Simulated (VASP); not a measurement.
# Ba2H3 (P6/mmm) in VASP: relaxation of cell and atoms with PBE

Aim: the relaxation of cell and atoms of Ba2H3 with PBE.

All numbers are computed with VASP 6.6.1; they aren't measurements. Logs are shortened: lines on timing, memory, paths and dates and some standing lists are left out, and cuts for length are marked.

## 1. The cell of the first run

The structure is hexagonal, space group P6/mmm (No. 191). The conventional cell has a = 7.121 Å, b = 7.121 Å, c = 4.772 Å, α = 90.00°, β = 90.00°, γ = 120.00°. Within 3.2 Å of Ba (site symmetry -6m2) lie 2 H at 2.39 Å. Within 3.2 Å of H (site symmetry -6m2) lie 2 Ba at 2.39 Å. H (site symmetry 6/mmm) has 8 H at 4.11 to 4.77 Å and 12 Ba at 4.75 Å within 5.4 Å.

The cell was built from a structure type or drawn by symmetry, and may not be a known phase.

## 2. Relaxation of cell and atoms, PBE

File INCAR:

```
ALGO = Normal ; EDIFF = 1E-7
EDIFFG = -0.01 ; ENCUT = 910
GGA = PE ; GGA_COMPAT = False
IBRION = 2 ; ISIF = 3
ISMEAR = 0 ; LASPH = True
LCHARG = False ; LREAL = False
LWAVE = False ; NELM = 120
NELMIN = 4 ; NSW = 100
PREC = Accurate ; SIGMA = 0.1
```

File KPOINTS:

```
k-points
0
Gamma
  6 6 8
```

File POSCAR:

```
Ba2H3
1.0
    7.1214850709      0.0000000000      0.0000000000
   -3.5607425354      6.1673869840      0.0000000000
    0.0000000000      0.0000000000      4.7721390785
Ba H
2 3
Direct
    0.3333333333      0.6666666667      0.5000000000
    0.6666666667      0.3333333333      0.5000000000
    0.3333333333      0.6666666667      0.0000000000
    0.6666666667      0.3333333333      0.0000000000
    0.0000000000      0.0000000000      0.0000000000
```

Potentials or basis: VASP PAW PBE potentials, release 64 (Ba_sv, H_h).

Run with:

```console
> cat potpaw_PBE.64/Ba_sv/POTCAR potpaw_PBE.64/H_h/POTCAR > POTCAR
> mpirun -np 1 vasp_std > vasp.out
```

OUTCAR:

```text
EDIFF = 1E-7
   EDIFFG = -0.01
   ENCUT = 910
   GGA = PE
   IBRION = 2
   ISIF = 3
   ISMEAR = 0
   LASPH = True
   LREAL = False
   NELM = 120
   NELMIN = 4
   NSW = 100
   PREC = Accurate

 ion  position               nearest neighbor table
   1  0.333  0.667  0.500-   3 2.39   3 2.39   2 4.11   2 4.11   2 4.11
   2  0.667  0.333  0.500-   4 2.39   4 2.39   1 4.11   1 4.11   1 4.11
   3  0.333  0.667  0.000-   1 2.39   1 2.39
   4  0.667  0.333  0.000-   2 2.39   2 2.39
   5  0.000  0.000  0.000-

  LATTYP: Found a hexagonal cell.
 ALAT       =     7.1214850709
 C/A-ratio  =     0.6701044840

  Lattice vectors:

 A1 = (   7.1214850709,   0.0000000000,   0.0000000000)
 A2 = (  -3.5607425354,   6.1673869840,   0.0000000000)
 A3 = (   0.0000000000,   0.0000000000,   4.7721390785)

Analysis of symmetry for initial positions (statically):
=====================================================================
 Subroutine PRICEL returns:
 Original cell was already a primitive cell.

 Routine SETGRP: Setting up the symmetry group for a
 hexagonal supercell.

 Subroutine GETGRP returns: Found 24 space group operations
 (whereof 24 operations were pure point group operations)
 out of a pool of 24 trial point group operations.

The static configuration has the point symmetry D_6h.

Analysis of symmetry for dynamics (positions and initial velocities):
=====================================================================
 Subroutine PRICEL returns:
 Original cell was already a primitive cell.

 Routine SETGRP: Setting up the symmetry group for a
 hexagonal supercell.

 Subroutine GETGRP returns: Found 24 space group operations
 (whereof 24 operations were pure point group operations)
 out of a pool of 24 trial point group operations.

The dynamic configuration has the point symmetry D_6h.

 Subroutine INISYM returns: Found 24 space group operations
 (whereof 24 operations are pure point group operations),
 and found     1 'primitive' translations

----------------------------------------------------------------------------------------

                                     Primitive cell

  volume of cell :     209.5969

  direct lattice vectors                    reciprocal lattice vectors
     7.121485071  0.000000000  0.000000000     0.140420150  0.081071611  0.000000000
    -3.560742535  6.167386984  0.000000000     0.000000000  0.162143223  0.000000000
     0.000000000  0.000000000  4.772139079     0.000000000  0.000000000  0.209549635

  length of vectors
     7.121485071  7.121485071  4.772139079     0.162143222  0.162143223  0.209549635

  position of ions in fractional coordinates (direct lattice)
     0.333333333  0.666666667  0.500000000
     0.666666667  0.333333333  0.500000000
     0.333333333  0.666666667  0.000000000
     0.666666667  0.333333333  0.000000000
     0.000000000  0.000000000  0.000000000

  ion indices of the primitive-cell ions
   primitive index   ion index
                 1           1
                 2           2
                 3           3
                 4           4
                 5           5

----------------------------------------------------------------------------------------

 KPOINTS: k-points

Automatic generation of k-mesh.
 Grid dimensions read from file:
 generate k-points for:    6    6    8

 Generating k-lattice:

  Cartesian coordinates                     Fractional coordinates (reciprocal lattice)
     0.023403358  0.013511935  0.000000000     0.166666667  0.000000000  0.000000000
     0.000000000  0.027023870  0.000000000     0.000000000  0.166666667  0.000000000
     0.000000000  0.000000000  0.026193704     0.000000000  0.000000000  0.125000000

  Length of vectors
     0.027023870  0.027023870  0.026193704

  Shift w.r.t. Gamma in fractional coordinates (k-lattice)
     0.000000000  0.000000000  0.000000000

 Subroutine IBZKPT returns following result:
 ===========================================

 Found     35 irreducible k-points:

 Following reciprocal coordinates:
            Coordinates               Weight
  0.000000  0.000000  0.000000      1.000000
  0.166667  0.000000  0.000000      6.000000
  0.333333  0.000000  0.000000      6.000000
  0.500000  0.000000  0.000000      3.000000
  0.166667  0.166667  0.000000      6.000000
  0.333333  0.166667  0.000000     12.000000
[... 16 lines left out ...]
  0.166667  0.000000  0.375000     12.000000
  0.333333  0.000000  0.375000     12.000000
 [... further k-points ...]
   k-points           NKPTS =     35   k-points in BZ     NKDIM =     35   number of bands    NBANDS=     15
   number of dos      NEDOS =    301   number of ions     NIONS =      5
   total plane-waves  NPLWV = 235200
   dimension x,y,z NGX =    70 NGY =   70 NGZ =   48
   dimension x,y,z NGXF=   140 NGYF=  140 NGZF=   96
   ions per type =               2   3
   NGX,Y,Z   is equivalent  to a cutoff of  16.34, 16.34, 16.72 a.u.
   NGXF,Y,Z  is equivalent  to a cutoff of  32.68, 32.68, 33.44 a.u.
 SYSTEM =  unknown system
   PREC   = accura    normal or accurate (medium, high low for compatibility)
   ISTART =      0    job   : 0-new  1-cont  2-samecut
   ICHARG =      2    charge: 1-file 2-atom 10-const
   ISPIN  =      1    spin polarized calculation?
   LNONCOLLINEAR =      F non collinear calculations
   LSORBIT =      F    spin-orbit coupling
   LASPH  =      T    aspherical Exc in radial PAW
   ENCUT  =  910.0 eV  66.88 Ry    8.18 a.u.  17.52 17.52 11.74*2*pi/ulx,y,z
   NELM   =    120;   NELMIN=  4; NELMDL= -5     # of ELM steps
   EDIFF  = 0.1E-06   stopping-criterion for ELM
   LREAL  =      F    real-space projection
   EDIFFG = -.1E-01   stopping-criterion for IOM
   NSW    =    100    number of steps for IOM
   IBRION =      2    ionic relax: 0-MD 1-quasi-New 2-CG
   NFREE  =      1    steps in history (QN), initial steepest desc. (CG)
   ISIF   =      3    stress and relaxation
   ISYM   =      2    0-nonsym 1-usesym 2-fastsym
   POTIM  = 0.5000    time-step for ionic-motion
   TEBEG  =    0.0;   TEEND  =   0.0 temperature during run
   PSTRESS=    0.0 pullay stress
   NELECT =      23.0000    total number of electrons
   NUPDOWN=      -1.0000    fix difference up-down
   EMIN   =  10.00;   EMAX   =-10.00  energy-range for DOS
   EFERMI =   0.00;   METHOD = LEGACY
   ISMEAR =     0;   SIGMA  =   0.10  broadening in eV -4-tet -1-fermi 0-gaus
   EFERMI_NEDOS =   21; number of points for ismear=-14 and -15
   IALGO  =     38    algorithm
   IMIX   =      4    mixing-type and parameters
     AMIX     =   0.40;   BMIX     =  1.00
     AMIX_MAG =   1.60;   BMIX_MAG =  1.00
  volume/ion in A,a.u.               =      41.92       282.89
  Fermi-wavevector in a.u.,A,eV,Ry     =   0.783771  1.481112  8.358017  0.614297
  Thomas-Fermi vector in A             =   1.887767
   LORBIT       =      0    0 simple, 1 ext, 2 COOP (PROOUT), +10 PAW based schemes
   GGA     = PE    functional components
   LHFCALC =     F    Hartree Fock is set to
   AEXX    =    0.0000 exact exchange contribution
   IVDW    =     0    specifies the selected vdW correction
   LEPSILON=     F    determine dielectric tensor
   LRPA    =     F    only Hartree local field effects (RPA)
 conjugate gradient relaxation of ions
 non-spin polarized calculation
 Gauss-broadening in eV      SIGMA  =   0.10
  energy-cutoff  :      910.00
  volume of cell :      209.60
 maximum number of plane-waves:     13152
   NGX = 35   NGY = 35   NGZ = 23

--------------------------------------- Ionic step        1  -------------------------------------------

 number of electron      23.0000000 magnetization

 Free energy of the ion-electron system (eV)
  ---------------------------------------------------
  ext. energy  EPLUGINS =         0.00000000
  ---------------------------------------------------
  free energy    TOTEN  =       -11.23918593 eV

  energy without entropy =      -11.21429517  energy(sigma->0) =      -11.22674055

------------------------ aborting loop because EDIFF is reached ----------------------------------------

  FORCE on cell =-STRESS in cart. coord.  units (eV):
  Direction    XX          YY          ZZ          XY          YZ          ZX
  --------------------------------------------------------------------------------------
  -------------------------------------------------------------------------------------
  Total        0.1167508      0.1167508      0.8801244      0.0000000     -0.0000000      0.0000000
  in kB        0.8924533      0.8924533      6.7277494      0.0000000     -0.0000000      0.0000000
  external PRESSURE =       2.8375520 kB  Pullay stress =       0.0000000 kB

 VOLUME and BASIS-vectors are now :
 -----------------------------------------------------------------------------
  energy-cutoff  :      910.00
  volume of cell :      209.60
      direct lattice vectors                 reciprocal lattice vectors
     7.121485071  0.000000000  0.000000000     0.140420150  0.081071611  0.000000000
    -3.560742535  6.167386984  0.000000000     0.000000000  0.162143223  0.000000000
     0.000000000  0.000000000  4.772139079     0.000000000  0.000000000  0.209549635
[... 196 lines left out ...]
 POSITION                                       TOTAL-FORCE (eV/Angst)
 -----------------------------------------------------------------------------------
     -0.00000      4.17666      2.40928         0.000000     -0.000000     -0.000000
      3.61710      2.08833      2.40928        -0.000000      0.000000      0.000000
     -0.00000      4.17666     -0.00000        -0.000000      0.000000     -0.000000
      3.61710      2.08833      4.81856         0.000000     -0.000000      0.000000
      0.00000      0.00000      4.81856         0.000000     -0.000000     -0.000000
 -----------------------------------------------------------------------------------
    total drift:                                0.000000     -0.000000     -0.000000

  FREE ENERGIE OF THE ION-ELECTRON SYSTEM (eV)
  ---------------------------------------------------
  free  energy   TOTEN  =       -11.2438787320 eV

  energy  without entropy=      -11.2182152999  energy(sigma->0) =      -11.23104702

--------------------------------------- Ionic step        7  -------------------------------------------

 number of electron      22.9999999 magnetization

 Free energy of the ion-electron system (eV)
  ---------------------------------------------------
  ext. energy  EPLUGINS =         0.00000000
  ---------------------------------------------------
  free energy    TOTEN  =       -11.24424344 eV

  energy without entropy =      -11.21881311  energy(sigma->0) =      -11.23152827

 E-fermi :  -0.3265     XC(G=0):  -5.8694

 val. band max:       -0.3459985925   @ k =   0.3333   0.0000   0.3750
 cond. band min:      -0.3170991977   @ k =   0.1667   0.0000   0.2500
 fundamental gap:      0.0288993949
 Fermi energy:        -0.3265120694

 k-point     1 :       0.0000    0.0000    0.0000
  band No.  band energies     occupation
      1     -29.6973      2.00000
      2     -29.6475      2.00000
      3     -15.1529      2.00000
      4     -15.1529      2.00000
      5     -14.8499      2.00000
      6     -14.8499      2.00000
      7     -14.5137      2.00000
      8     -14.4454      2.00000
      9      -3.9740      2.00000
     10      -3.3824      2.00000
     11      -1.7517      2.00000
     12      -0.0039      0.00001
     13       0.7673      0.00000
     14       0.7673      0.00000
     15       0.8250      0.00000
[... 397 lines left out ...]
 k-point    24 :       0.3333    0.0000    0.3750
  band No.  band energies     occupation
      1     -29.6807      2.00000
      2     -29.6521      2.00000
      3     -15.1603      2.00000
      4     -15.0928      2.00000
      5     -14.8957      2.00000
      6     -14.8238      2.00000
      7     -14.6908      2.00000
      8     -14.6447      2.00000
      9      -2.3081      2.00000
     10      -1.9323      2.00000
     11      -1.0729      2.00000
     12      -0.3460      1.21713
     13       0.3579      0.00000
     14       0.4023      0.00000
     15       0.6321      0.00000

 [... further k-points ...]

------------------------ aborting loop because EDIFF is reached ----------------------------------------

  FORCE on cell =-STRESS in cart. coord.  units (eV):
  Direction    XX          YY          ZZ          XY          YZ          ZX
  --------------------------------------------------------------------------------------
  -------------------------------------------------------------------------------------
  Total       -0.0018946     -0.0018946     -0.0385766     -0.0000000     -0.0000000      0.0000000
  in kB       -0.0140484     -0.0140484     -0.2860377     -0.0000000     -0.0000000      0.0000000
  external PRESSURE =      -0.1047115 kB  Pullay stress =       0.0000000 kB

 VOLUME and BASIS-vectors are now :
 -----------------------------------------------------------------------------
  energy-cutoff  :      910.00
  volume of cell :      216.08
      direct lattice vectors                 reciprocal lattice vectors
     7.197069763  0.000000000 -0.000000000     0.138945437  0.080220185 -0.000000000
    -3.598534881  6.232845247 -0.000000000    -0.000000000  0.160440370 -0.000000000
    -0.000000000  0.000000000  4.816923955    -0.000000000  0.000000000  0.207601367

 POSITION                                       TOTAL-FORCE (eV/Angst)
 -----------------------------------------------------------------------------------
     -0.00000      4.15523      2.40846         0.000000     -0.000000     -0.000000
      3.59853      2.07762      2.40846        -0.000000      0.000000      0.000000
     -0.00000      4.15523     -0.00000        -0.000000      0.000000      0.000000
      3.59853      2.07762     -0.00000        -0.000000      0.000000     -0.000000
      0.00000      0.00000     -0.00000        -0.000000      0.000000     -0.000000
 -----------------------------------------------------------------------------------
    total drift:                                0.000000     -0.000000     -0.000000

  FREE ENERGIE OF THE ION-ELECTRON SYSTEM (eV)
  ---------------------------------------------------
  free  energy   TOTEN  =       -11.2442434397 eV

  energy  without entropy=      -11.2188131096  energy(sigma->0) =      -11.23152827

 reached required accuracy - stopping structural energy minimisation
```

Wall time 12 min (1 thread of AMD EPYC 9R45 (Zen 5), shared host); peak memory 0.69 GiB.

What came out:

```yaml
Free_energy: -11.2442 eV
Relaxed_volume: 43.22 Å³/atom
Relaxed_cell: a = 7.197 Å, b = 7.197 Å, c = 4.817 Å, α = 90.00°, β = 90.00°, γ = 120.00°
Space_group_after_relaxing_to_0.1_Å: P6/mmm (No. 191)
Energy_gained_by_relaxing: 1.0 meV/atom
Ionic_steps: 7
Pressure_after_relaxing: 0.0 GPa
Band_gap_on_the_k_mesh: zero (an odd number of electrons rules out a gap without spin polarisation)
```

The path:
```csv
step,energy change (eV),largest force (eV/Å),pressure (GPa),volume (Å³)
1,0.0000,0.0000,0.28,209.60
2,-0.0038,0.0000,0.07,211.85
3,-0.0038,0.0000,0.06,211.93
4,-0.0041,0.0000,0.04,212.57
5,-0.0049,0.0000,0.01,214.50
6,-0.0047,0.0000,-0.04,218.39
7,-0.0051,0.0000,-0.01,216.08
```

Final structure:
```
Ba H
1.0
     7.19707    0.00000    0.00000
    -3.59853    6.23285    0.00000
     0.00000    0.00000    4.81692
Ba H
2 3
Direct
  0.33333 0.66667 0.50000
  0.66667 0.33333 0.50000
  0.33333 0.66667 0.00000
  0.66667 0.33333 0.00000
  0.00000 0.00000 0.00000
```

Caveat: spin-orbit coupling is left out, which moves the levels of the heavy elements.
